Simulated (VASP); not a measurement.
## Mn: single point with LDA

Crystal: Mn.

```
CELL_PARAMETERS angstrom
2.43278 0.00000 0.00000
-1.21639 2.10685 0.00000
0.00000 0.00000 7.83848
ATOMIC_POSITIONS crystal
Mn 0.00000 0.00000 0.00000
Mn 0.00000 0.00000 0.50000
Mn 0.33333 0.66667 0.25000
Mn 0.66667 0.33333 0.75000
```

| Quantity | Value |
| --- | --- |
| Program | VASP 6.6.1 |
| Task | single point |
| Functional | LDA |
| Potentials or basis | VASP PAW LDA potentials, release 64 (Mn_pv) |
| Cutoff | 520 eV |
| k mesh | 14 × 14 × 4 |
| Occupations | fermi-dirac, width 0.05 eV |
| Spin | collinear spin, ferromagnetic start |
| Starting moments | [3.0, 3.0, 3.0, 3.0] μB |

The pressure is 0.5 GPa. The band gap on the k mesh is zero (filled and empty bands overlap). The net moment is 0.00 μB per cell and the valence electrons inside the program's atomic spheres are Mn 12.15, 12.13.

Stress tensor (GPa, compression positive):
```
0.58 0.00 0.00
0.00 0.58 0.00
0.00 0.00 0.46
```

Levels at points of the mesh, in eV from the Fermi level:
Spin up:
```
           k point  band 22  band 23  band 24  band 25  band 26  band 27  band 28  band 29  band 30  band 31
(0.00, 0.00, 0.00)    -1.31    -1.11    -0.86    -0.86    -0.78    -0.78     0.24     0.24     0.74     0.74
(0.50, 0.00, 0.00)    -1.41    -0.58     0.09     0.11     1.55     1.91     1.93     2.03     2.05     2.17
(0.00, 0.00, 0.50)    -1.20    -1.01    -1.01    -1.01    -1.01    -0.59    -0.59     0.53     0.53     0.53
(0.50, 0.00, 0.50)    -1.00    -0.39    -0.39     0.29     0.29     1.41     1.41     1.96     1.96     2.16
```
Spin down:
```
           k point  band 24  band 25  band 26  band 27  band 28  band 29
(0.00, 0.00, 0.00)    -0.86    -0.86    -0.78    -0.78     0.24     0.24
(0.50, 0.00, 0.00)     0.09     0.11     1.55     1.91     1.93     2.03
(0.00, 0.00, 0.50)    -1.01    -1.01    -1.01    -0.59    -0.59     0.53
(0.50, 0.00, 0.50)    -0.39     0.29     0.29     1.41     1.41     1.96
```

Run time: 6.2 min on 1 thread of Oxide Virtual Turin-like Processor, on a shared host, peak memory 0.21 GiB.

Caveat: the starting moments collapsed, and a magnetic state may lie lower.
